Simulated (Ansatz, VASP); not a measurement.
# One calculation of Ge, two programs

```
Ge
1.0
     0.00000    2.83675    2.83675
     2.83675    0.00000    2.83675
     2.83675    2.83675    0.00000
Ge
2
Direct
  0.50000 0.50000 0.50000
  0.75000 0.75000 0.75000
```

Alike in both runs: task single point; functional r2SCAN; k mesh 12 × 12 × 12; occupations gaussian, width 0.05 eV; no spin polarisation.

|  | VASP | Ansatz |
| --- | --- | --- |
| version | VASP 6.6.1 | Ansatz 0.2.0 |
| potentials or method | VASP PAW PBE potentials, release 64 (Ge_d), cutoff 520 eV | scalar-relativistic, plane waves, PAW |
| valence electrons in the cell | 28 | 28 |

|  | VASP | Ansatz | Ansatz less VASP |
| --- | --- | --- | --- |
| pressure (GPa) | 0.1 | 0.1 | -0.04 |

VASP's potentials were made for PBE, not for r2SCAN.
